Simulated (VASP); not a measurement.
# Rh (Fm-3m) in VASP: notebook

The runs below take Rh through single point, with BLYP.

Everything below comes from runs of VASP 6.6.1. Logs are shortened: lines on timing, memory, paths and dates and some standing lists are left out, and cuts for length are marked.

## 1. The cell of the first run

Symmetry: Fm-3m, No. 225, cubic system. Conventional cell: a = 3.902 Å, b = 3.902 Å, c = 3.902 Å, α = 90.00°, β = 90.00°, γ = 90.00°. Within 3.6 Å of Rh (site symmetry m-3m) lie 12 Rh at 2.76 Å.

## 2. Single point, BLYP

INCAR

```
SYSTEM = Rh
PREC     = Accurate       ! precision mode
ENCUT    = 520            ! plane-wave cutoff, eV
EDIFF    = 1E-7           ! SCF threshold, eV
ISMEAR   = -1             ! smearing method
SIGMA    = 0.1            ! smearing width, eV
LREAL    = .FALSE.        ! projectors in reciprocal space
LASPH    = .TRUE.         ! aspherical terms in the spheres
NELM     = 60             ! most SCF steps
ALGO     = Normal         ! electronic algorithm
ISIF     = 2              ! what is computed and relaxed
LWAVE    = .FALSE.        ! write WAVECAR
LCHARG   = .TRUE.         ! write CHGCAR
GGA      = B5             ! functional
ALDAX    = 1.0          
AGGAX    = 1.0          
AGGAC    = 1.0          
ALDAC    = 0.0          
LELF     = .TRUE.         ! ELF
LVHAR    = .TRUE.       
NBANDS   = 14             ! bands
```

KPOINTS

```
regular mesh
0
G
  23 23 23
  0 0 0
```

POSCAR

```
Rh
1.0
    0.0000000000      1.9508486659      1.9508486659
    1.9508486659      0.0000000000      1.9508486659
    1.9508486659      1.9508486659      0.0000000000
Rh
1
Direct
    0.0000000000      0.0000000000      0.0000000000
```

Potentials or basis: VASP PAW PBE potentials, release 64 (Rh_pv).

Run with:

```sh
> cat potpaw_PBE.64/Rh_pv/POTCAR > POTCAR
> mpirun -np 1 vasp_std > vasp.out
```

OUTCAR:

```text
SYSTEM = Rh
   PREC = Accurate
   ENCUT = 520
   EDIFF = 1E-7
   ISMEAR = -1
   LREAL = .FALSE.
   LASPH = .TRUE.
   NELM = 60
   ISIF = 2
   GGA = B5

 ion  position               nearest neighbor table
   1  0.000  0.000  0.000-

  LATTYP: Found a face centered cubic cell.
 ALAT       =     3.9016973318

  Lattice vectors:

 A1 = (   0.0000000000,   1.9508486659,   1.9508486659)
 A2 = (   1.9508486659,   0.0000000000,   1.9508486659)
 A3 = (   1.9508486659,   1.9508486659,   0.0000000000)

Analysis of symmetry for initial positions (statically):
=====================================================================
 Subroutine PRICEL returns:
 Original cell was already a primitive cell.

 Routine SETGRP: Setting up the symmetry group for a
 face centered cubic supercell.

 Subroutine GETGRP returns: Found 48 space group operations
 (whereof 48 operations were pure point group operations)
 out of a pool of 48 trial point group operations.

The static configuration has the point symmetry O_h .

Analysis of symmetry for dynamics (positions and initial velocities):
=====================================================================
 Subroutine PRICEL returns:
 Original cell was already a primitive cell.

 Routine SETGRP: Setting up the symmetry group for a
 face centered cubic supercell.

 Subroutine GETGRP returns: Found 48 space group operations
 (whereof 48 operations were pure point group operations)
 out of a pool of 48 trial point group operations.

The dynamic configuration has the point symmetry O_h .

 Subroutine INISYM returns: Found 48 space group operations
 (whereof 48 operations are pure point group operations),
 and found     1 'primitive' translations

----------------------------------------------------------------------------------------

                                     Primitive cell

  volume of cell :      14.8491

  direct lattice vectors                    reciprocal lattice vectors
     0.000000000  1.950848666  1.950848666    -0.256298712  0.256298712  0.256298712
     1.950848666  0.000000000  1.950848666     0.256298712 -0.256298712  0.256298712
     1.950848666  1.950848666  0.000000000     0.256298712  0.256298712 -0.256298712

  length of vectors
     2.758916641  2.758916641  2.758916641     0.443922391  0.443922391  0.443922391

  position of ions in fractional coordinates (direct lattice)
     0.000000000  0.000000000  0.000000000

[... 81 lines left out ...]
   ISIF   =      2    stress and relaxation
   ISYM   =      2    0-nonsym 1-usesym 2-fastsym
   POTIM  = 0.5000    time-step for ionic-motion
   TEBEG  =    0.0;   TEEND  =   0.0 temperature during run
   PSTRESS=    0.0 pullay stress
   NELECT =      15.0000    total number of electrons
   NUPDOWN=      -1.0000    fix difference up-down
   EMIN   =  10.00;   EMAX   =-10.00  energy-range for DOS
   EFERMI =   0.00;   METHOD = LEGACY
   ISMEAR =    -1;   SIGMA  =   0.10  broadening in eV -4-tet -1-fermi 0-gaus
   EFERMI_NEDOS =   21; number of points for ismear=-14 and -15
   IALGO  =     38    algorithm
   IMIX   =      4    mixing-type and parameters
     AMIX     =   0.40;   BMIX     =  1.00
     AMIX_MAG =   1.60;   BMIX_MAG =  1.00
  volume/ion in A,a.u.               =      14.85       100.21
  Fermi-wavevector in a.u.,A,eV,Ry     =   1.642625  3.104111 36.711454  2.698216
  Thomas-Fermi vector in A             =   2.732896
   LORBIT       =      0    0 simple, 1 ext, 2 COOP (PROOUT), +10 PAW based schemes
   GGA     = B5    functional components
   LHFCALC =     F    Hartree Fock is set to
   AEXX    =    0.0000 exact exchange contribution
   IVDW    =     0    specifies the selected vdW correction
   LEPSILON=     F    determine dielectric tensor
   LRPA    =     F    only Hartree local field effects (RPA)
 non-spin polarized calculation
  energy-cutoff  :      520.00
  volume of cell :       14.85
 maximum number of plane-waves:       415
 NGX is ok and might be reduce to    24
   NGX = 11   NGY = 11   NGZ = 11

 number of electron      15.0000000 magnetization

 Free energy of the ion-electron system (eV)
  ---------------------------------------------------
  ext. energy  EPLUGINS =         0.00000000
  ---------------------------------------------------
  free energy    TOTEN  =        -6.18545585 eV

  energy without entropy =       -6.13407089  energy(sigma->0) =       -6.15976337

 E-fermi :  11.0536     XC(G=0): -12.9021

 val. band max:       11.0530246344   @ k =  -0.4783   0.2609   0.1304
 cond. band min:      11.0617897055   @ k =   0.3913   0.2174   0.0435
 fundamental gap:      0.0087650711
 Fermi energy:        11.0535856763

 k-point     1 :       0.0000    0.0000    0.0000
  band No.  band energies     occupation
      1     -34.9971      2.00000
      2     -34.9971      2.00000
      3     -34.9971      2.00000
      4       3.8585      2.00000
      5       8.3292      2.00000
      6       8.3292      2.00000
      7       8.3292      2.00000
      8      10.1545      1.99975
      9      10.1545      1.99975
     10      27.3833      0.00000
     11      31.5539      0.00000
     12      32.2701      0.00000
     13      32.2701      0.00000
     14      32.2701      0.00000
[... 377 lines left out ...]
      1     -35.5603      2.00000
      2     -35.0847      2.00000
      3     -35.0786      2.00000
      4       5.6771      2.00000
      5       8.2243      2.00000
      6       8.3087      2.00000
      7      11.0478      1.02895
      8      11.5288      0.01712
      9      12.7354      0.00000
     10      18.9995      0.00000
     11      26.9758      0.00000
     12      31.3917      0.00000
     13      31.5638      0.00000
     14      31.6316      0.00000

 [... further k-points ...]

------------------------ aborting loop because EDIFF is reached ----------------------------------------

  FORCE on cell =-STRESS in cart. coord.  units (eV):
  Direction    XX          YY          ZZ          XY          YZ          ZX
  --------------------------------------------------------------------------------------
  -------------------------------------------------------------------------------------
  Total        0.0481824      0.0481824      0.0481824      0.0000000      0.0000000     -0.0000000
  in kB        5.1987371      5.1987371      5.1987371      0.0000000      0.0000000     -0.0000000
  external PRESSURE =       5.1987371 kB  Pullay stress =       0.0000000 kB

 VOLUME and BASIS-vectors are now :
 -----------------------------------------------------------------------------
  energy-cutoff  :      520.00
  volume of cell :       14.85
      direct lattice vectors                 reciprocal lattice vectors
     0.000000000  1.950848666  1.950848666    -0.256298712  0.256298712  0.256298712
     1.950848666  0.000000000  1.950848666     0.256298712 -0.256298712  0.256298712
     1.950848666  1.950848666  0.000000000     0.256298712  0.256298712 -0.256298712

 POSITION                                       TOTAL-FORCE (eV/Angst)
 -----------------------------------------------------------------------------------
      0.00000      0.00000      0.00000        -0.000000     -0.000000      0.000000
 -----------------------------------------------------------------------------------
    total drift:                                0.000000      0.000000     -0.000000

  FREE ENERGIE OF THE ION-ELECTRON SYSTEM (eV)
  ---------------------------------------------------
  free  energy   TOTEN  =        -6.1854558488 eV

  energy  without entropy=       -6.1340708886  energy(sigma->0) =       -6.15976337
```

OSZICAR:

```text
N       E                     dE             d eps       ncg     rms          rms(c)
DAV:   1     0.122008803796E+03    0.12201E+03   -0.88058E+03 10248   0.113E+03
DAV:   2    -0.504143483661E+01   -0.12705E+03   -0.12146E+03 11194   0.338E+02
DAV:   3    -0.661927966319E+01   -0.15778E+01   -0.15751E+01 12364   0.416E+01
DAV:   4    -0.662552358639E+01   -0.62439E-02   -0.62434E-02 11728   0.269E+00
DAV:   5    -0.662558335560E+01   -0.59769E-04   -0.59769E-04 12118   0.233E-01    0.810E+00
DAV:   6    -0.619578200275E+01    0.42980E+00   -0.80062E-01 10996   0.120E+01    0.264E+00
DAV:   7    -0.618786675436E+01    0.79152E-02   -0.12341E-02 11620   0.111E+00    0.137E+00
DAV:   8    -0.618549270785E+01    0.23740E-02   -0.25014E-03 11140   0.668E-01    0.754E-02
DAV:   9    -0.618544989968E+01    0.42808E-04   -0.59745E-05 11230   0.104E-01    0.182E-02
DAV:  10    -0.618545579853E+01   -0.58988E-05   -0.55988E-06 11188   0.255E-02    0.257E-03
DAV:  11    -0.618545584885E+01   -0.50322E-07   -0.80547E-08  8780   0.359E-03
   1 F= -.61854558E+01 E0= -.61597634E+01  d E =-.513850E-01
```

It took 29 s on 1 thread of Intel Xeon 6975P-C (Granite Rapids), shared host; peak memory 0.19 GiB.

What came out:

| Quantity | Value |
| --- | --- |
| Free energy | -6.1855 eV |
| Pressure | 0.5 GPa |

Caveat: the PAW data sets were made with another functional, which shifts forces and pressure a little.

## 3. Single point, BLYP

INCAR

```
AGGAC = 1.0
AGGAX = 1.0
ALDAC = 0.0
ALDAX = 1.0
ALGO = Normal
EDIFF = 1E-6
ENCUT = 520
GGA = B5
ISIF = 2
ISMEAR = -1
LASPH = T
LCHARG = F
LREAL = F
LWAVE = F
NBANDS = 14
NELM = 100
PREC = Accurate
SIGMA = 0.1
```

KPOINTS

```
k-points
0
Gamma
  23 23 23
```

POSCAR is that of step 2.

Potentials or basis: VASP PAW PBE potentials, release 64 (Rh_pv).

Run with:

```sh
> cat potpaw_PBE.64/Rh_pv/POTCAR > POTCAR
> mpirun -np 1 vasp_std > vasp.out
```

It took 34 s on 1 thread of Intel Xeon 6975P-C (Granite Rapids), shared host; peak memory 0.19 GiB.

It converged, with:

```yaml
Free_energy: -6.1855 eV
Pressure: 0.5 GPa
```

Levels at points of the mesh, in eV from the Fermi level:
```
           k point  band 4  band 5  band 6  band 7  band 8  band 9  band 10  band 11
(0.00, 0.00, 0.00)   -7.20   -2.72   -2.72   -2.72   -0.90   -0.90    16.33    20.50
```

Caveat: the PAW data sets were made with another functional, which shifts forces and pressure a little.

## 4. Single point, BLYP (volume scaled by 1.04)

INCAR

```
SYSTEM = Rh
PREC     = Accurate       ! precision mode
ENCUT    = 520            ! plane-wave cutoff, eV
EDIFF    = 1E-6           ! SCF threshold, eV
ISMEAR   = -1             ! smearing method
SIGMA    = 0.1            ! smearing width, eV
LREAL    = .FALSE.        ! projectors in reciprocal space
LASPH    = .TRUE.         ! aspherical terms in the spheres
NELM     = 100            ! most SCF steps
ALGO     = Normal         ! electronic algorithm
ISIF     = 2              ! what is computed and relaxed
LWAVE    = .FALSE.        ! write WAVECAR
LCHARG   = .FALSE.        ! write CHGCAR
GGA      = B5             ! functional
ALDAX    = 1.0          
AGGAX    = 1.0          
AGGAC    = 1.0          
ALDAC    = 0.0          
NBANDS   = 14             ! bands
```

KPOINTS

```
regular mesh
0
G
  23 23 23
  0 0 0
```

POSCAR

```
Rh
1.0
    0.0000000000      1.9765206713      1.9765206713
    1.9765206713      0.0000000000      1.9765206713
    1.9765206713      1.9765206713      0.0000000000
Rh
1
Direct
    0.0000000000      0.0000000000      0.0000000000
```

Run with:

```sh
> cat potpaw_PBE.64/Rh_pv/POTCAR > POTCAR
> mpirun -np 1 vasp_std > vasp.out
```

Wall time 32 s (1 thread of Intel Xeon 6975P-C (Granite Rapids), shared host); peak memory 0.19 GiB.

Results (log left out):

```yaml
Free_energy: -6.1731 eV
Pressure: -7.0 GPa
```

Levels at points of the mesh, in eV from the Fermi level:
```csv
k point,band 3,band 4,band 5,band 6,band 7,band 8,band 9,band 10,band 11,band 12
"(0.00, 0.00, 0.00)",-45.98,-6.93,-2.56,-2.56,-2.56,-0.85,-0.85,16.32,20.61,20.99
```

Caveat: the PAW data sets were made with another functional, which shifts forces and pressure a little.

## 5. Single point, BLYP (volume scaled by 1.08)

INCAR

```
AGGAC = 1.0
AGGAX = 1.0
ALDAC = 0.0
ALDAX = 1.0
ALGO = Normal
EDIFF = 1E-7
ENCUT = 520
GGA = B5
ISIF = 2
ISMEAR = -1
LASPH = True
LCHARG = True
LELF = True
LREAL = False
LVHAR = True
LWAVE = False
NBANDS = 14
NELM = 60
PREC = Accurate
SIGMA = 0.1
```

KPOINTS

```
k-points
0
Gamma
  23 23 23
```

POSCAR

```
Rh
1.0
    0.0000000000      2.0015425766      2.0015425766
    2.0015425766      0.0000000000      2.0015425766
    2.0015425766      2.0015425766      0.0000000000
Rh
1
Direct
    0.0000000000      0.0000000000      0.0000000000
```

Run with:

```sh
> cat potpaw_PBE.64/Rh_pv/POTCAR > POTCAR
> mpirun -np 1 vasp_std > vasp.out
```

It took 32 s on 1 thread of Intel Xeon 6975P-C (Granite Rapids), shared host; peak memory 0.2 GiB.

It converged, with:

```
Free energy : -6.1360 eV
Pressure    : -12.9 GPa
```

Levels at points of the mesh, in eV from the Fermi level:
```csv
k point,band 4,band 5,band 6,band 7,band 8,band 9,band 10,band 11
"(0.00, 0.00, 0.00)",-6.67,-2.41,-2.41,-2.41,-0.80,-0.80,16.30,20.72
```

Caveat: the PAW data sets were made with another functional, which shifts forces and pressure a little.

## 6. Single point, BLYP (volume scaled by 1.12)

INCAR

```
SYSTEM = Rh
PREC = Accurate
ENCUT = 520
EDIFF = 1E-7
ISMEAR = -1
SIGMA = 0.1
LREAL = .False.
LASPH = .True.
NELM = 80
ALGO = Normal
ISIF = 2
LWAVE = .False.
LCHARG = .True.
GGA = B5
ALDAX = 1.0
AGGAX = 1.0
AGGAC = 1.0
ALDAC = 0.0
LELF = .True.
LVHAR = .True.
NBANDS = 14
```

KPOINTS

```
Automatic mesh
0
Gamma
  23 23 23
  0 0 0
```

POSCAR

```
Rh
1.0
    0.0000000000      2.0259540383      2.0259540383
    2.0259540383      0.0000000000      2.0259540383
    2.0259540383      2.0259540383      0.0000000000
Rh
1
Direct
    0.0000000000      0.0000000000      0.0000000000
```

Potentials or basis: VASP PAW PBE potentials, release 64 (Rh_pv).

Run with:

```sh
> cat potpaw_PBE.64/Rh_pv/POTCAR > POTCAR
> mpirun -np 1 vasp_std > vasp.out
```

OUTCAR:

```text
SYSTEM = Rh
   PREC = Accurate
   ENCUT = 520
   EDIFF = 1E-7
   ISMEAR = -1
   LREAL = .False.
   LASPH = .True.
   NELM = 80
   ISIF = 2
   GGA = B5

 ion  position               nearest neighbor table
   1  0.000  0.000  0.000-

  LATTYP: Found a face centered cubic cell.
 ALAT       =     4.0519080766

  Lattice vectors:

 A1 = (   0.0000000000,   2.0259540383,   2.0259540383)
 A2 = (   2.0259540383,   0.0000000000,   2.0259540383)
[... 587 lines left out ...]
     14      30.0448      0.00000

 [... further k-points ...]

------------------------ aborting loop because EDIFF is reached ----------------------------------------

  FORCE on cell =-STRESS in cart. coord.  units (eV):
  Direction    XX          YY          ZZ          XY          YZ          ZX
  --------------------------------------------------------------------------------------
  -------------------------------------------------------------------------------------
  Total       -1.8071738     -1.8071738     -1.8071738      0.0000000      0.0000000      0.0000000
  in kB     -174.0971835   -174.0971835   -174.0971835      0.0000000      0.0000000      0.0000000
  external PRESSURE =    -174.0971835 kB  Pullay stress =       0.0000000 kB

 VOLUME and BASIS-vectors are now :
 -----------------------------------------------------------------------------
  energy-cutoff  :      520.00
  volume of cell :       16.63
      direct lattice vectors                 reciprocal lattice vectors
     0.000000000  2.025954038  2.025954038    -0.246797307  0.246797307  0.246797307
     2.025954038  0.000000000  2.025954038     0.246797307 -0.246797307  0.246797307
     2.025954038  2.025954038  0.000000000     0.246797307  0.246797307 -0.246797307

 POSITION                                       TOTAL-FORCE (eV/Angst)
 -----------------------------------------------------------------------------------
      0.00000      0.00000      0.00000        -0.000000     -0.000000     -0.000000
 -----------------------------------------------------------------------------------
    total drift:                               -0.000000      0.000000      0.000000

  FREE ENERGIE OF THE ION-ELECTRON SYSTEM (eV)
  ---------------------------------------------------
  free  energy   TOTEN  =        -6.0798318631 eV

  energy  without entropy=       -6.0165315061  energy(sigma->0) =       -6.04818168
```

stdout:

```text
POSCAR found type information on POSCAR Rh
 POSCAR found :  1 types and       1 ions
 scaLAPACK will be used
 -----------------------------------------------------------------------------
|                                                                             |
|                                                                             |
|     You enforced a specific xc type in the INCAR file but a different       |
|     I HOPE YOU KNOW WHAT YOU ARE DOING!                                     |
|                                                                             |
 -----------------------------------------------------------------------------

 LDA part: xc-table for (Slater(with rela. corr.)+VWN5), standard interpolation
 POSCAR, INCAR and KPOINTS ok, starting setup
 FFT: planning ... GRIDC
 FFT: planning ... GRID_SOFT
 FFT: planning ... GRID
 WAVECAR not read
 entering main loop
```

Run time: 29 s. Hardware: 1 thread of Intel Xeon 6975P-C (Granite Rapids), shared host; peak memory 0.2 GiB.

Results:

```
Free energy : -6.0798 eV
Pressure    : -17.4 GPa
```

Levels at points of the mesh, in eV from the Fermi level:
```
           k point  band 4  band 5  band 6  band 7  band 8  band 9  band 10  band 11
(0.00, 0.00, 0.00)   -6.43   -2.28   -2.28   -2.28   -0.76   -0.76    16.27    20.53
```

Caveat: the PAW data sets were made with another functional, which shifts forces and pressure a little.

## 7. The runs side by side

```csv
cell,gap on the mesh (eV),pressure (GPa)
"a = 2.759 Å, angles 60.0°, 1 atom",none,0.5
"a = 2.795 Å, angles 60.0°, 1 atom",none,-7.0
"a = 2.831 Å, angles 60.0°, 1 atom",none,-12.9
"a = 2.865 Å, angles 60.0°, 1 atom",none,-17.4
```

Alike in all rows: task single point; level BLYP; potentials or basis VASP PAW PBE potentials, release 64 (Rh_pv); no spin polarisation; k mesh 23 × 23 × 23; cutoff (eV) 520; smearing fermi-dirac 0.1 eV.

Caveats: the PAW data sets were made with another functional, which shifts forces and pressure a little.

Absolute energies hang on the potentials; compare differences alone.
